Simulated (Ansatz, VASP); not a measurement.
## One calculation of La3In, two programs

```xyz
4
Lattice="5.0345 0.0000 0.0000 0.0000 5.0345 0.0000 0.0000 0.0000 5.0854" Properties=species:S:1:pos:R:3 pbc="T T T"
La    0.0000    2.5173    2.5427
La    2.5173    0.0000    2.5427
La    2.5173    2.5173    0.0000
In    0.0000    0.0000    0.0000
```

Change from the starting cell: equal xx and yy strain of -1 %.

Alike in both runs: task single point; functional PBEsol; k mesh 7 × 7 × 7; occupations fermi-dirac, width 0.05 eV; no spin polarisation.

```csv
,VASP,Ansatz
version,VASP 6.6.1,Ansatz 0.2.0
potentials or method,"VASP PAW PBE potentials, release 64 (La, In_d), cutoff 520 eV","all-electron LAPW, scalar-relativistic"
```

|  | VASP | Ansatz | Ansatz less VASP |
| --- | --- | --- | --- |
| pressure (GPa) | -2.0 | -1.9 | +0.02 |
| traceless stress, the component that is largest in VASP (GPa) | -0.18 | -0.18 | 0.000 |

VASP's potentials were made for PBE, not for PBEsol. Ansatz ran all-electron here, and VASP with PAW potentials.

Spin-orbit coupling is off throughout.
